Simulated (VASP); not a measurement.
# HfN in VASP: a series of runs

HfN is run at these levels: PBE; tasks: single point.

Everything below comes from runs of VASP 6.6.1. Logs are shortened: lines on timing, memory, paths and dates and some standing lists are left out, and cuts for length are marked.

### 1 The cell of the first run

It takes space group Fm-3m (No. 225, cubic). Conventional cell: a = 4.548 Å, b = 4.548 Å, c = 4.548 Å, α = 90.00°, β = 90.00°, γ = 90.00°. Within 3.0 Å of Hf (site symmetry m-3m) lie 6 N at 2.27 Å. Within 3.0 Å of N (site symmetry m-3m) lie 6 Hf at 2.27 Å.

### 2 Single point, PBE (volume scaled by 1.02, then relaxed in part)

The input, INCAR:

```
SYSTEM = HfN
PREC = Accurate ; ENCUT = 520
EDIFF = 1E-6 ; ISMEAR = -1
SIGMA = 0.05 ; LREAL = .False.
LASPH = .True. ; NELM = 60
ALGO = Normal ; ISIF = 2
LWAVE = .False. ; LCHARG = .False.
GGA = PE ; NBANDS = 14
```

The input, KPOINTS:

```
Automatic mesh
0
Gamma
  18 18 18
  0 0 0
```

The input, POSCAR:

```
HfN
1.0
    0.0000000000      2.2739607009      2.2739607009
    2.2739607009      0.0000000000      2.2739607009
    2.2739607009      2.2739607009      0.0000000000
Hf N
1 1
Direct
    0.0000000000      0.0000000000      0.0000000000
    0.5000000000      0.5000000000      0.5000000000
```

Potentials or basis: VASP PAW PBE potentials, release 64 (Hf_pv, N).

Launch:

```bash
> cat potpaw_PBE.64/Hf_pv/POTCAR potpaw_PBE.64/N/POTCAR > POTCAR
> mpirun -np 1 vasp_std > vasp.out
```

OUTCAR:

```text
SYSTEM = HfN
   PREC = Accurate
   ENCUT = 520
   EDIFF = 1E-6
   ISMEAR = -1
   LREAL = .False.
   LASPH = .True.
   NELM = 60
   ISIF = 2
   GGA = PE

 ion  position               nearest neighbor table
   1  0.000  0.000  0.000-   2 2.27   2 2.27   2 2.27   2 2.27   2 2.27   2 2.27
   2  0.500  0.500  0.500-   1 2.27   1 2.27   1 2.27   1 2.27   1 2.27   1 2.27

  LATTYP: Found a face centered cubic cell.
 ALAT       =     4.5479214018

  Lattice vectors:

 A1 = (   0.0000000000,   2.2739607009,   2.2739607009)
 A2 = (   2.2739607009,   0.0000000000,   2.2739607009)
 A3 = (   2.2739607009,   2.2739607009,   0.0000000000)

Analysis of symmetry for initial positions (statically):
=====================================================================
 Subroutine PRICEL returns:
 Original cell was already a primitive cell.

 Routine SETGRP: Setting up the symmetry group for a
 face centered cubic supercell.

 Subroutine GETGRP returns: Found 48 space group operations
 (whereof 48 operations were pure point group operations)
 out of a pool of 48 trial point group operations.

The static configuration has the point symmetry O_h .

Analysis of symmetry for dynamics (positions and initial velocities):
=====================================================================
 Subroutine PRICEL returns:
 Original cell was already a primitive cell.

 Routine SETGRP: Setting up the symmetry group for a
 face centered cubic supercell.

 Subroutine GETGRP returns: Found 48 space group operations
 (whereof 48 operations were pure point group operations)
 out of a pool of 48 trial point group operations.

The dynamic configuration has the point symmetry O_h .

 Subroutine INISYM returns: Found 48 space group operations
 (whereof 48 operations are pure point group operations),
 and found     1 'primitive' translations

----------------------------------------------------------------------------------------

                                     Primitive cell

  volume of cell :      23.5168

  direct lattice vectors                    reciprocal lattice vectors
     0.000000000  2.273960701  2.273960701    -0.219880669  0.219880669  0.219880669
     2.273960701  0.000000000  2.273960701     0.219880669 -0.219880669  0.219880669
     2.273960701  2.273960701  0.000000000     0.219880669  0.219880669 -0.219880669

  length of vectors
     3.215866064  3.215866064  3.215866064     0.380844490  0.380844490  0.380844490

  position of ions in fractional coordinates (direct lattice)
     0.000000000  0.000000000  0.000000000
     0.500000000  0.500000000  0.500000000

  ion indices of the primitive-cell ions
   primitive index   ion index
                 1           1
                 2           2

----------------------------------------------------------------------------------------

 KPOINTS: Automatic mesh

Automatic generation of k-mesh.
 Grid dimensions read from file:
 generate k-points for:   18   18   18

 Generating k-lattice:

  Cartesian coordinates                     Fractional coordinates (reciprocal lattice)
    -0.012215593  0.012215593  0.012215593     0.055555556  0.000000000  0.000000000
     0.012215593 -0.012215593  0.012215593     0.000000000  0.055555556  0.000000000
     0.012215593  0.012215593 -0.012215593     0.000000000  0.000000000  0.055555556

  Length of vectors
     0.021158027  0.021158027  0.021158027

  Shift w.r.t. Gamma in fractional coordinates (k-lattice)
     0.000000000  0.000000000  0.000000000

 Subroutine IBZKPT returns following result:
 ===========================================

 Found    195 irreducible k-points:

 Following reciprocal coordinates:
            Coordinates               Weight
  0.000000  0.000000  0.000000      1.000000
  0.055556  0.000000  0.000000      8.000000
  0.111111  0.000000  0.000000      8.000000
  0.166667  0.000000  0.000000      8.000000
  0.222222  0.000000  0.000000      8.000000
  0.277778  0.000000  0.000000      8.000000
[... 16 lines left out ...]
 -0.277778  0.055556  0.000000     24.000000
 -0.222222  0.055556  0.000000     24.000000
 [... further k-points ...]
   k-points           NKPTS =    195   k-points in BZ     NKDIM =    195   number of bands    NBANDS=     14
   number of dos      NEDOS =    301   number of ions     NIONS =      2
   total plane-waves  NPLWV =  13824
   dimension x,y,z NGX =    24 NGY =   24 NGZ =   24
   dimension x,y,z NGXF=    48 NGYF=   48 NGZF=   48
   ions per type =               1   1
   NGX,Y,Z   is equivalent  to a cutoff of  12.41, 12.41, 12.41 a.u.
   NGXF,Y,Z  is equivalent  to a cutoff of  24.81, 24.81, 24.81 a.u.
 SYSTEM =  HfN
   PREC   = accura    normal or accurate (medium, high low for compatibility)
   ISTART =      0    job   : 0-new  1-cont  2-samecut
   ICHARG =      2    charge: 1-file 2-atom 10-const
   ISPIN  =      1    spin polarized calculation?
   LNONCOLLINEAR =      F non collinear calculations
   LSORBIT =      F    spin-orbit coupling
   LASPH  =      T    aspherical Exc in radial PAW
   ENCUT  =  520.0 eV  38.22 Ry    6.18 a.u.   5.98  5.98  5.98*2*pi/ulx,y,z
   NELM   =     60;   NELMIN=  2; NELMDL= -5     # of ELM steps
   EDIFF  = 0.1E-05   stopping-criterion for ELM
   LREAL  =      F    real-space projection
   EDIFFG = 0.1E-04   stopping-criterion for IOM
   NSW    =      0    number of steps for IOM
   IBRION =     -1    ionic relax: 0-MD 1-quasi-New 2-CG
   NFREE  =      0    steps in history (QN), initial steepest desc. (CG)
   ISIF   =      2    stress and relaxation
   ISYM   =      2    0-nonsym 1-usesym 2-fastsym
   POTIM  = 0.5000    time-step for ionic-motion
   TEBEG  =    0.0;   TEEND  =   0.0 temperature during run
   PSTRESS=    0.0 pullay stress
   NELECT =      15.0000    total number of electrons
   NUPDOWN=      -1.0000    fix difference up-down
   EMIN   =  10.00;   EMAX   =-10.00  energy-range for DOS
   EFERMI =   0.00;   METHOD = LEGACY
   ISMEAR =    -1;   SIGMA  =   0.05  broadening in eV -4-tet -1-fermi 0-gaus
   EFERMI_NEDOS =   21; number of points for ismear=-14 and -15
   IALGO  =     38    algorithm
   IMIX   =      4    mixing-type and parameters
     AMIX     =   0.40;   BMIX     =  1.00
     AMIX_MAG =   1.60;   BMIX_MAG =  1.00
  volume/ion in A,a.u.               =      11.76        79.35
  Fermi-wavevector in a.u.,A,eV,Ry     =   1.409221  2.663041 27.019844  1.985903
  Thomas-Fermi vector in A             =   2.531299
   LORBIT       =      0    0 simple, 1 ext, 2 COOP (PROOUT), +10 PAW based schemes
   GGA     = PE    functional components
   LHFCALC =     F    Hartree Fock is set to
   AEXX    =    0.0000 exact exchange contribution
   IVDW    =     0    specifies the selected vdW correction
   LEPSILON=     F    determine dielectric tensor
   LRPA    =     F    only Hartree local field effects (RPA)
 non-spin polarized calculation
  energy-cutoff  :      520.00
  volume of cell :       23.52
 maximum number of plane-waves:       648
   NGX = 11   NGY = 11   NGZ = 11

 number of electron      15.0000000 magnetization

 Free energy of the ion-electron system (eV)
  ---------------------------------------------------
  ext. energy  EPLUGINS =         0.00000000
  ---------------------------------------------------
  free energy    TOTEN  =       -21.75776221 eV

  energy without entropy =      -21.75235711  energy(sigma->0) =      -21.75505966

 E-fermi :   8.2034     XC(G=0): -12.6287

 val. band max:        8.1825259734   @ k =   0.4444   0.2222   0.1111
 cond. band min:       8.2340693169   @ k =  -0.1111   0.0556   0.0000
 fundamental gap:      0.0515433435
 Fermi energy:         8.2034211804

 k-point     1 :       0.0000    0.0000    0.0000
  band No.  band energies     occupation
      1     -23.0217      2.00000
      2     -23.0217      2.00000
      3     -23.0217      2.00000
      4      -9.1836      2.00000
      5       5.2046      2.00000
      6       5.2046      2.00000
      7       5.2046      2.00000
      8       7.8732      1.99730
      9       7.8732      1.99730
     10       7.8732      1.99730
     11       9.8183      0.00000
     12      10.1299      0.00000
     13      10.1299      0.00000
     14      17.7256      0.00000

 k-point     2 :       0.0556    0.0000    0.0000
  band No.  band energies     occupation
      1     -23.0511      2.00000
      2     -23.0242      2.00000
      3     -23.0242      2.00000
      4      -9.1152      2.00000
      5       4.8795      2.00000
      6       5.0217      2.00000
      7       5.0217      2.00000
      8       7.9615      1.98428
      9       7.9780      1.97820
     10       7.9780      1.97820
     11      10.0543      0.00000
     12      10.3656      0.00000
     13      10.3656      0.00000
     14      17.9637      0.00000

 k-point     3 :       0.1111    0.0000    0.0000
  band No.  band energies     occupation
      1     -23.1348      2.00000
      2     -23.0313      2.00000
      3     -23.0313      2.00000
      4      -8.9164      2.00000
      5       4.1212      2.00000
      6       4.5775      2.00000
      7       4.5775      2.00000
      8       8.1198      1.68359
      9       8.2585      0.49871
     10       8.2585      0.49871
     11      10.6714      0.00000
     12      10.9955      0.00000
     13      10.9955      0.00000
     14      18.6358      0.00000
[... 324 lines left out ...]
 k-point    23 :      -0.2778    0.0556    0.0000
  band No.  band energies     occupation
      1     -23.6089      2.00000
      2     -23.1052      2.00000
      3     -23.0640      2.00000
      4      -7.6146      2.00000
      5       1.0946      2.00000
      6       2.7602      2.00000
      7       3.0575      2.00000
      8       9.0081      0.00000
      9       9.7689      0.00000
     10      10.6432      0.00000
     11      12.8536      0.00000
     12      14.0814      0.00000
     13      14.8017      0.00000
     14      20.3145      0.00000

 k-point    24 :      -0.2222    0.0556    0.0000
  band No.  band energies     occupation
      1     -23.4625      2.00000
      2     -23.0905      2.00000
      3     -23.0492      2.00000
      4      -8.0422      2.00000
      5       1.8909      2.00000
      6       3.1674      2.00000
      7       3.5237      2.00000
      8       8.6042      0.00066
      9       9.1444      0.00000
     10       9.9804      0.00000
     11      12.0373      0.00000
     12      13.2741      0.00000
     13      13.7920      0.00000
     14      20.3306      0.00000

 [... further k-points ...]
[... 5 lines left out ...]
  --------------------------------------------------------------------------------------
  -------------------------------------------------------------------------------------
  Total       -0.3447156     -0.3447156     -0.3447156     -0.0000000      0.0000000      0.0000000
  in kB      -23.4851107    -23.4851107    -23.4851107     -0.0000000      0.0000000      0.0000000
  external PRESSURE =     -23.4851107 kB  Pullay stress =       0.0000000 kB

 VOLUME and BASIS-vectors are now :
 -----------------------------------------------------------------------------
  energy-cutoff  :      520.00
  volume of cell :       23.52
      direct lattice vectors                 reciprocal lattice vectors
     0.000000000  2.273960701  2.273960701    -0.219880669  0.219880669  0.219880669
     2.273960701  0.000000000  2.273960701     0.219880669 -0.219880669  0.219880669
     2.273960701  2.273960701  0.000000000     0.219880669  0.219880669 -0.219880669

 POSITION                                       TOTAL-FORCE (eV/Angst)
 -----------------------------------------------------------------------------------
      0.00000      0.00000      0.00000        -0.000000     -0.000000     -0.000000
      2.27396      2.27396      2.27396         0.000000      0.000000      0.000000
 -----------------------------------------------------------------------------------
    total drift:                                0.000000     -0.000000     -0.000000

  FREE ENERGIE OF THE ION-ELECTRON SYSTEM (eV)
  ---------------------------------------------------
  free  energy   TOTEN  =       -21.7577622142 eV

  energy  without entropy=      -21.7523571133  energy(sigma->0) =      -21.75505966
```

It took 16 s on 1 thread of Intel Xeon 6975P-C (Granite Rapids), shared host; peak memory 0.19 GiB.

Results:

```
Free energy : -21.7578 eV
Pressure    : -2.3 GPa
```

Levels at points of the mesh, in eV from the Fermi level:
```csv
k point,band 4,band 5,band 6,band 7,band 8,band 9,band 10,band 11,band 12,band 13
"(0.00, 0.00, 0.00)",-17.39,-3.00,-3.00,-3.00,-0.33,-0.33,-0.33,1.61,1.93,1.93
"(0.50, 0.00, 0.00)",-14.78,-8.77,-6.08,-6.08,3.19,3.61,3.61,4.33,8.61,8.61
"(0.50, 0.50, 0.00)",-16.30,-5.41,-3.71,-3.68,-3.68,4.00,5.37,5.38,5.38,7.75
```

Caveat: spin-orbit coupling is left out, which moves the levels of the heavy elements.

### 3 Single point, PBE (volume scaled by 1.04, then relaxed in part)

The input, INCAR:

```
PREC = Accurate ; ENCUT = 520
EDIFF = 1E-6 ; ISMEAR = -1
SIGMA = 0.05 ; LREAL = F
LASPH = T ; NELM = 80
ALGO = Normal ; ISIF = 2
LWAVE = F ; LCHARG = F
GGA = PE ; NBANDS = 14
```

The input, KPOINTS:

```
regular mesh
0
Gamma
  18 18 18
```

The input, POSCAR:

```
HfN
1.0
    0.0000000000      2.2887270932      2.2887270932
    2.2887270932      0.0000000000      2.2887270932
    2.2887270932      2.2887270932      0.0000000000
Hf N
1 1
Direct
    0.0000000000      0.0000000000      0.0000000000
    0.5000000000      0.5000000000      0.5000000000
```

Potentials or basis: VASP PAW PBE potentials, release 64 (Hf_pv, N).

Launch:

```bash
> cat potpaw_PBE.64/Hf_pv/POTCAR potpaw_PBE.64/N/POTCAR > POTCAR
> mpirun -np 1 vasp_std > vasp.out
```

Run time: 16 s. Hardware: 1 thread of Intel Xeon 6975P-C (Granite Rapids), shared host; peak memory 0.19 GiB.

The run converged. Its results:

| Item | Value |
| --- | --- |
| Free energy | -21.7442 eV |
| Pressure | -7.2 GPa |

Levels at points of the mesh, in eV from the Fermi level:
```tsv
k point	band 5	band 6	band 7	band 8	band 9	band 10	band 11	band 12
(0.00, 0.00, 0.00)	-2.97	-2.97	-2.97	-0.32	-0.32	-0.32	1.44	1.88
(0.50, 0.00, 0.00)	-8.65	-5.98	-5.98	3.11	3.51	3.51	4.23	8.38
(0.50, 0.50, 0.00)	-5.40	-3.66	-3.66	-3.63	3.90	5.15	5.23	5.23
```

Caveat: spin-orbit coupling is left out, which moves the levels of the heavy elements.

### 4 Single point, PBE (volume scaled by 1.06, then relaxed in part)

The input, INCAR:

```
ALGO = Normal
EDIFF = 1E-6
ENCUT = 520
GGA = PE
ISIF = 2
ISMEAR = -1
LASPH = True
LCHARG = True
LELF = True
LREAL = False
LVHAR = True
LWAVE = False
NBANDS = 14
NELM = 100
PREC = Accurate
SIGMA = 0.05
```

The input, KPOINTS:

```
k-points
0
Gamma
  18 18 18
```

The input, POSCAR:

```
HfN
1.0
    0.0000000000      2.3033053658      2.3033053658
    2.3033053658      0.0000000000      2.3033053658
    2.3033053658      2.3033053658      0.0000000000
Hf N
1 1
Direct
    0.0000000000      0.0000000000      0.0000000000
    0.5000000000      0.5000000000      0.5000000000
```

Launch:

```bash
> cat potpaw_PBE.64/Hf_pv/POTCAR potpaw_PBE.64/N/POTCAR > POTCAR
> mpirun -np 1 vasp_std > vasp.out
```

Run time: 16 s. Hardware: 1 thread of Intel Xeon 6975P-C (Granite Rapids), shared host; peak memory 0.19 GiB.

The run converged. Its results:

* Free energy: -21.7175 eV
* Pressure: -11.5 GPa

Levels at points of the mesh, in eV from the Fermi level:
```tsv
k point	band 5	band 6	band 7	band 8	band 9	band 10	band 11	band 12
(0.00, 0.00, 0.00)	-2.95	-2.95	-2.95	-0.31	-0.31	-0.31	1.27	1.84
(0.50, 0.00, 0.00)	-8.54	-5.89	-5.89	3.02	3.42	3.42	4.14	8.16
(0.50, 0.50, 0.00)	-5.39	-3.65	-3.65	-3.55	3.80	4.94	5.09	5.09
```

Caveat: spin-orbit coupling is left out, which moves the levels of the heavy elements.

[end of part 1 of 2]
